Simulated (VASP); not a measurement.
Set up this calculation in VASP 6.6.1, as the native input.

```
Task                   : single point
Functional             : BLYP
Potentials or basis    : VASP PAW PBE potentials, release 64 (Co, O)
Cutoff                 : 520 eV
k mesh                 : 10 × 10 × 10
Occupations            : gaussian, width 0.05 eV
Spin                   : collinear spin, ferromagnetic start
Starting moments       : [2.87, 0.26] μB
Hubbard terms          : Co d U = 3.3 eV
Dipole correction      : no
Further INCAR settings : ALGO = Normal; EDIFF = 1e-07; NBANDS = 18
```

The structure of CoO lies in POSCAR:

```
CoO
1.0
    0.0000000000      2.1766440347      2.1766440347
    2.1766440347      0.0000000000      2.1766440347
    2.1766440347      2.1766440347      0.0000000000
Co O
1 1
Direct
    0.0000000000      0.0000000000      0.0000000000
    0.5000000000      0.5000000000      0.5000000000
```

One way to write it, as run:

INCAR

```
SYSTEM = CoO
PREC = Accurate ; ENCUT = 520
EDIFF = 1E-7 ; ISMEAR = 0
SIGMA = 0.05 ; LREAL = .FALSE.
LASPH = .TRUE. ; NELM = 150
ALGO = Normal ; ISIF = 2
LWAVE = .FALSE. ; LCHARG = .FALSE.
ISPIN = 2 ; MAGMOM = 2.87 0.26
LORBIT = 11 ; LMAXMIX = 4
LDAU = .TRUE. ; LDAUTYPE = 2
LDAUL = 2 -1 ; LDAUU = 3.3 0
LDAUJ = 0 0 ; LDAUPRINT = 1
GGA = B5 ; ALDAX = 1.0
AGGAX = 1.0 ; AGGAC = 1.0
ALDAC = 0.0 ; NBANDS = 18
```

KPOINTS

```
regular mesh
0
G
  10 10 10
  0 0 0
```

Potentials or basis: VASP PAW PBE potentials, release 64 (Co, O).

Run with:

```console
$ cat potpaw_PBE.64/Co/POTCAR potpaw_PBE.64/O/POTCAR > POTCAR
$ mpirun -np 1 vasp_std > vasp.out
```

Results of the run:

The pressure is -5.0 GPa and the band gap on the k mesh is zero (filled and empty bands overlap). The net moment is 3.00 μB per cell and the site moments are Co +2.71; O +0.27 μB. The valence electrons inside the program's atomic spheres are Co 7.72; O 4.98.

Caveat: the cell stands under tension; the PAW data sets were made with another functional, which shifts forces and pressure a little; a cell with one magnetic atom can't hold antiferromagnetic order, which such compounds often take.

It took 56 s on 1 thread of Intel Xeon 8259CL, with other jobs on the host, peak memory 0.17 GiB.
